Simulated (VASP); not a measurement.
# BeS (zincblende type) (F-43m) in VASP: notebook

Runs on BeS (zincblende type). Level: r2SCAN. Tasks: single point, relaxation of cell and atoms.

Program: VASP 6.6.1. These are calculated values, not measurements. Logs are shortened: lines on timing, memory, paths and dates and some standing lists are left out, and cuts for length are marked.

## Step 1: The cell of the first run

It takes space group F-43m (No. 216, cubic). The conventional cell has a = 4.868 Å, b = 4.868 Å, c = 4.868 Å, α = 90.00°, β = 90.00°, γ = 90.00°. Within 2.8 Å of Be (site symmetry -43m) lie 4 S at 2.11 Å. Within 2.8 Å of S (site symmetry -43m) lie 4 Be at 2.11 Å.

## Step 2: Single point, r2SCAN

Input file POSCAR:

```
BeS
1.0
    0.0000000000      2.4342275356      2.4342275356
    2.4342275356      0.0000000000      2.4342275356
    2.4342275356      2.4342275356      0.0000000000
Be S
1 1
Direct
    0.0000000000      0.0000000000      0.0000000000
    0.2500000000      0.2500000000      0.2500000000
```

Input file INCAR.step1:

```
PREC     = Accurate       # precision mode
ENCUT    = 520            # plane-wave cutoff, eV
ISMEAR   = -5             # smearing method
SIGMA    = 0.1            # smearing width, eV
LREAL    = False          # projectors in reciprocal space
LASPH    = True           # aspherical terms in the spheres
NELM     = 80             # most SCF steps
NBANDS   = 11             # bands
GGA      = PE             # functional
ALGO     = Normal         # electronic algorithm
EDIFF    = 1E-4           # SCF threshold, eV
LWAVE    = True           # write WAVECAR
LCHARG   = False          # write CHGCAR
```

Input file INCAR.step2:

```
PREC     = Accurate       # precision mode
ENCUT    = 520            # plane-wave cutoff, eV
EDIFF    = 1E-6           # SCF threshold, eV
ISMEAR   = -5             # smearing method
SIGMA    = 0.1            # smearing width, eV
LREAL    = False          # projectors in reciprocal space
LASPH    = True           # aspherical terms in the spheres
NELM     = 80             # most SCF steps
ALGO     = Normal         # electronic algorithm
ISIF     = 2              # what is computed and relaxed
LWAVE    = False          # write WAVECAR
LCHARG   = False          # write CHGCAR
METAGGA  = R2SCAN         # meta-GGA
LMIXTAU  = True         
NBANDS   = 11             # bands
ISTART   = 1
```

Input file KPOINTS:

```
Automatic mesh
0
Gamma
  15 15 15
```

Potentials or basis: VASP PAW PBE potentials, release 64 (Be, S).

Started as:

```bash
$ cat potpaw_PBE.64/Be/POTCAR potpaw_PBE.64/S/POTCAR > POTCAR
$ cp INCAR.step1 INCAR
$ mpirun -np 1 vasp_std > vasp.out
$ cp INCAR.step2 INCAR
$ mpirun -np 1 vasp_std > vasp.out
```

OUTCAR:

```text
PREC = Accurate
   ENCUT = 520
   EDIFF = 1E-6
   ISMEAR = -5
   LREAL = False
   LASPH = True
   NELM = 80
   ISIF = 2
   METAGGA = R2SCAN
   ISTART = 1

 ion  position               nearest neighbor table
   1  0.000  0.000  0.000-   2 2.11   2 2.11   2 2.11   2 2.11
   2  0.250  0.250  0.250-   1 2.11   1 2.11   1 2.11   1 2.11

  LATTYP: Found a face centered cubic cell.
 ALAT       =     4.8684550712

  Lattice vectors:

 A1 = (   0.0000000000,   2.4342275356,   2.4342275356)
 A2 = (   2.4342275356,   0.0000000000,   2.4342275356)
 A3 = (   2.4342275356,   2.4342275356,   0.0000000000)

Analysis of symmetry for initial positions (statically):
=====================================================================
 Subroutine PRICEL returns:
 Original cell was already a primitive cell.

 Routine SETGRP: Setting up the symmetry group for a
 face centered cubic supercell.

 Subroutine GETGRP returns: Found 24 space group operations
 (whereof 24 operations were pure point group operations)
 out of a pool of 48 trial point group operations.

The static configuration has the point symmetry T_d .

Analysis of symmetry for dynamics (positions and initial velocities):
=====================================================================
 Subroutine PRICEL returns:
 Original cell was already a primitive cell.

 Routine SETGRP: Setting up the symmetry group for a
 face centered cubic supercell.

 Subroutine GETGRP returns: Found 24 space group operations
 (whereof 24 operations were pure point group operations)
 out of a pool of 48 trial point group operations.

The dynamic configuration has the point symmetry T_d .

 Subroutine INISYM returns: Found 24 space group operations
 (whereof 24 operations are pure point group operations),
 and found     1 'primitive' translations

----------------------------------------------------------------------------------------

                                     Primitive cell

  volume of cell :      28.8479

  direct lattice vectors                    reciprocal lattice vectors
     0.000000000  2.434227536  2.434227536    -0.205403970  0.205403970  0.205403970
     2.434227536  0.000000000  2.434227536     0.205403970 -0.205403970  0.205403970
     2.434227536  2.434227536  0.000000000     0.205403970  0.205403970 -0.205403970

  length of vectors
     3.442517595  3.442517595  3.442517595     0.355770112  0.355770112  0.355770112

  position of ions in fractional coordinates (direct lattice)
     0.000000000  0.000000000  0.000000000
[... 89 lines left out ...]
   TEBEG  =    0.0;   TEEND  =   0.0 temperature during run
   PSTRESS=    0.0 pullay stress
   NELECT =       8.0000    total number of electrons
   NUPDOWN=      -1.0000    fix difference up-down
   EMIN   =  10.00;   EMAX   =-10.00  energy-range for DOS
   EFERMI =   0.00;   METHOD = LEGACY
   ISMEAR =    -5;   SIGMA  =   0.10  broadening in eV -4-tet -1-fermi 0-gaus
   EFERMI_NEDOS =   21; number of points for ismear=-14 and -15
   IALGO  =     38    algorithm
   IMIX   =      4    mixing-type and parameters
     AMIX     =   0.40;   BMIX     =  1.00
     AMIX_MAG =   1.60;   BMIX_MAG =  1.00
  volume/ion in A,a.u.               =      14.42        97.34
  Fermi-wavevector in a.u.,A,eV,Ry     =   1.067580  2.017433 15.506921  1.139727
  Thomas-Fermi vector in A             =   2.203201
   LORBIT       =      0    0 simple, 1 ext, 2 COOP (PROOUT), +10 PAW based schemes
   METAGGA = R2SCAN    functional components
   LHFCALC =     F    Hartree Fock is set to
   AEXX    =    0.0000 exact exchange contribution
   IVDW    =     0    specifies the selected vdW correction
   LEPSILON=     F    determine dielectric tensor
   LRPA    =     F    only Hartree local field effects (RPA)
 non-spin polarized calculation
 Fermi weights with tetrahedron method with Bloechl corrections
  energy-cutoff  :      520.00
  volume of cell :       28.85
 maximum number of plane-waves:       794
 NGX is ok and might be reduce to    28
   NGX = 13   NGY = 13   NGZ = 13

 number of electron       7.9999999 magnetization

 Free energy of the ion-electron system (eV)
  ---------------------------------------------------
  ext. energy  EPLUGINS =         0.00000000
  ---------------------------------------------------
  free energy    TOTEN  =       -14.78667666 eV

  energy without entropy =      -14.78667666  energy(sigma->0) =      -14.78667666

 E-fermi :   3.8647     XC(G=0): -10.1340

 val. band max:        3.8494589609   @ k =   0.0000   0.0000   0.0000
 cond. band min:       7.4834524409   @ k =   0.4667   0.4667   0.0000
 fundamental gap:      3.6339934800
 Fermi energy:         3.8647343965

 k-point     1 :       0.0000    0.0000    0.0000
  band No.  band energies     occupation
      1     -10.3684      2.00000
      2       3.8495      2.00000
      3       3.8495      2.00000
      4       3.8495      2.00000
      5      10.1134      0.00000
      6      10.1134      0.00000
      7      10.1134      0.00000
      8      10.4350      0.00000
      9      17.2515      0.00000
     10      17.2515      0.00000
     11      19.6622      0.00000
[... 309 lines left out ...]
 k-point    24 :       0.2000    0.1333    0.0000
  band No.  band energies     occupation
      1      -9.9108      2.00000
      2       1.9787      2.00000
      3       2.9311      2.00000
      4       3.0629      2.00000
      5       9.5696      0.00000
      6      11.3882      0.00000
      7      11.6996      0.00000
      8      12.1266      0.00000
      9      15.0687      0.00000
     10      17.7106      0.00000
     11      20.5747      0.00000

 [... further k-points ...]

------------------------ aborting loop because EDIFF is reached ----------------------------------------

  FORCE on cell =-STRESS in cart. coord.  units (eV):
  Direction    XX          YY          ZZ          XY          YZ          ZX
  --------------------------------------------------------------------------------------
  -------------------------------------------------------------------------------------
  Total        0.0502718      0.0502718      0.0502718      0.0000000     -0.0000000     -0.0000000
  in kB        2.7920381      2.7920381      2.7920381      0.0000000     -0.0000000     -0.0000000
  external PRESSURE =       2.7920381 kB  Pullay stress =       0.0000000 kB

 VOLUME and BASIS-vectors are now :
 -----------------------------------------------------------------------------
  energy-cutoff  :      520.00
  volume of cell :       28.85
      direct lattice vectors                 reciprocal lattice vectors
     0.000000000  2.434227536  2.434227536    -0.205403970  0.205403970  0.205403970
     2.434227536  0.000000000  2.434227536     0.205403970 -0.205403970  0.205403970
     2.434227536  2.434227536  0.000000000     0.205403970  0.205403970 -0.205403970

 POSITION                                       TOTAL-FORCE (eV/Angst)
 -----------------------------------------------------------------------------------
      0.00000      0.00000      0.00000        -0.000000     -0.000000     -0.000000
      1.21711      1.21711      1.21711         0.000000      0.000000      0.000000
 -----------------------------------------------------------------------------------
    total drift:                                0.000000      0.000000      0.000000

  FREE ENERGIE OF THE ION-ELECTRON SYSTEM (eV)
  ---------------------------------------------------
  free  energy   TOTEN  =       -14.7866766569 eV

  energy  without entropy=      -14.7866766569  energy(sigma->0) =      -14.78667666
```

OUTCAR.step1:

```text
PREC = Accurate
   ENCUT = 520
   ISMEAR = -5
   LREAL = False
   LASPH = True
[... 560 lines left out ...]
      0.00000      0.00000      0.00000         0.000000      0.000000      0.000000
      1.21711      1.21711      1.21711        -0.000000     -0.000000     -0.000000
 -----------------------------------------------------------------------------------
    total drift:                               -0.000000     -0.000000     -0.000000

  FREE ENERGIE OF THE ION-ELECTRON SYSTEM (eV)
  ---------------------------------------------------
  free  energy   TOTEN  =       -10.0132466262 eV

  energy  without entropy=      -10.0132466262  energy(sigma->0) =      -10.01324663
```

OSZICAR.step1:

```text
N       E                     dE             d eps       ncg     rms          rms(c)
DAV:   1     0.203626221598E+02    0.20363E+02   -0.38560E+03  2648   0.625E+02
DAV:   2    -0.896187170676E+01   -0.29324E+02   -0.28384E+02  3525   0.115E+02
DAV:   3    -0.101747960004E+02   -0.12129E+01   -0.12108E+01  3404   0.234E+01
DAV:   4    -0.101822234987E+02   -0.74275E-02   -0.74261E-02  3187   0.215E+00
DAV:   5    -0.101822905964E+02   -0.67098E-04   -0.67097E-04  3484   0.203E-01    0.558E+00
DAV:   6    -0.100508091505E+02    0.13148E+00   -0.11815E-01  3003   0.163E+00    0.380E+00
DAV:   7    -0.100119205752E+02    0.38889E-01   -0.11419E-01  3237   0.177E+00    0.101E+00
DAV:   8    -0.100131561702E+02   -0.12356E-02   -0.65340E-03  3446   0.412E-01    0.141E-01
DAV:   9    -0.100132466262E+02   -0.90456E-04   -0.50129E-04  3241   0.141E-01
   1 F= -.10013247E+02 E0= -.10013247E+02  d E =0.000000E+00
```

Wall time 86 s (1 thread of Intel Xeon Platinum 8488C (Sapphire Rapids), shared host); peak memory 0.18 GiB.

Results:

| Quantity | Value |
| --- | --- |
| Free energy | -14.7867 eV |
| Pressure | 0.3 GPa |
| Band gap on the k mesh | 3.63 eV, indirect (least direct gap 6.26 eV) |

Caveat: the PAW data sets were made with another functional, which shifts forces and pressure a little.

## Step 3: Relaxation of cell and atoms, r2SCAN

This run uses another cell than the first one, of 13.16 Å³/atom, 0.913 times its volume.

Input file POSCAR:

```
BeS
1.0
    0.0000000000      2.3611663926      2.3611663926
    2.3611663926      0.0000000000      2.3611663926
    2.3611663926      2.3611663926      0.0000000000
Be S
1 1
Direct
    0.0000000000      0.0000000000      0.0000000000
    0.2500000000      0.2500000000      0.2500000000
```

Input file INCAR.step1:

```
SYSTEM = BeS
  PREC = Accurate
  ENCUT = 600
  ISMEAR = -1
  SIGMA = 0.05
  LREAL = .False.
  LASPH = .True.
  NELM = 100
  GGA = PE
  ALGO = Normal
  EDIFF = 1E-4
  LWAVE = .True.
  LCHARG = .False.
```

Input file INCAR.step2:

```
SYSTEM = BeS
  PREC = Accurate
  ENCUT = 600
  EDIFF = 1E-6
  ISMEAR = -1
  SIGMA = 0.05
  LREAL = .False.
  LASPH = .True.
  NELM = 100
  ALGO = Normal
  ISIF = 3
  LWAVE = .False.
  LCHARG = .False.
  METAGGA = R2SCAN
  LMIXTAU = .True.
  IBRION = 2
  NSW = 60
  EDIFFG = -0.005
  ISTART = 1
```

Input file KPOINTS:

```
Automatic mesh
0
Gamma
  15 15 15
  0 0 0
```

Potentials or basis: VASP PAW PBE potentials, release 64 (Be, S).

Started as:

```bash
$ cat potpaw_PBE.64/Be/POTCAR potpaw_PBE.64/S/POTCAR > POTCAR
$ cp INCAR.step1 INCAR
$ mpirun -np 1 vasp_std > vasp.out
$ cp INCAR.step2 INCAR
$ mpirun -np 1 vasp_std > vasp.out
```

Run time: 4.4 min. Hardware: 1 thread of Intel Xeon Platinum 8488C (Sapphire Rapids), shared host; peak memory 0.18 GiB.

Results (log left out):

```yaml
Free_energy: -14.7868 eV
Relaxed_volume: 14.46 Å³/atom
Relaxed_cell: a = 3.446 Å, b = 3.446 Å, c = 3.446 Å, α = 60.00°, β = 60.00°, γ = 60.00°
Space_group_after_relaxing_to_0.05_Å: F-43m (No. 216)
Energy_gained_by_relaxing: 41.2 meV/atom
Ionic_steps: 3
Pressure_after_relaxing: 0.0 GPa
Band_gap_on_the_k_mesh: 3.64 eV, indirect (least direct gap 6.27 eV)
```

The path:
| step | energy change (eV) | largest force (eV/Å) | pressure (GPa) | volume (Å³) |
| --- | --- | --- | --- | --- |
| 1 | 0.0000 | 0.0000 | 10.91 | 26.33 |
| 2 | -0.0732 | 0.0000 | -2.98 | 29.89 |
| 3 | -0.0823 | 0.0000 | 0.05 | 28.92 |

Final structure:
```cif
data_structure
_symmetry_space_group_name_H-M 'P 1'
_symmetry_Int_Tables_number 1
_cell_length_a 3.4455
_cell_length_b 3.4455
_cell_length_c 3.4455
_cell_angle_alpha 60.000
_cell_angle_beta 60.000
_cell_angle_gamma 60.000
_cell_volume 28.92
loop_
_atom_site_label
_atom_site_type_symbol
_atom_site_fract_x
_atom_site_fract_y
_atom_site_fract_z
_atom_site_occupancy
Be1 Be 0.00000 0.00000 0.00000 1
S1 S 0.25000 0.25000 0.25000 1
```

Levels at points of the mesh, in eV from the valence-band top:
```tsv
k point	band 2	band 3	band 4	band 5	band 6	band 7
(0.00, 0.00, 0.00)	0.00	0.00	0.00	6.27	6.27	6.27
```

Caveat: the PAW data sets were made with another functional, which shifts forces and pressure a little.

(Continued in part 2 of 2.)
